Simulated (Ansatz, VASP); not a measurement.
**Two plane-wave programs on Al3SiNO**

```
Al Si N O
1.0
     3.32315    0.00000    0.04133
     0.00000    5.08818    0.00000
    -0.06656    0.00000    5.25082
Al Si N O
3 1 1 1
Cartesian
  1.6125 0.0000 4.0431
  1.6440 0.0000 1.2491
  1.6283 2.5441 2.6461
  1.6616 2.5441 0.0207
  0.0000 0.0000 0.0000
  -0.0333 2.5441 2.6254
```

Change from the starting cell: species swapped into the DyGaFeCo3 type (P2/m, No. 10).

Alike in both runs: functional PBE; k mesh 12 × 8 × 8; occupations gaussian, width 0.1 eV; no spin polarisation.

Ansatz relaxed the structure, and its values are those at the end. VASP's run is a single point on that final structure, the one shown.

|  | VASP | Ansatz |
| --- | --- | --- |
| version | VASP 6.6.1 | Ansatz 0.2.0 |
| potentials or method | VASP PAW PBE potentials, release 64 (Al, Si, N, O), cutoff 520 eV | scalar-relativistic, plane waves, PAW |
| valence electrons in the cell | 24 | 24 |

|  | VASP | Ansatz | Ansatz less VASP |
| --- | --- | --- | --- |
| gap on the k mesh at the Fermi level (eV) | none | none | - |
| pressure (GPa) | 0.0 | 0.0 | -0.03 |

A gap of «none» marks a metal or a gap that the smearing closes.
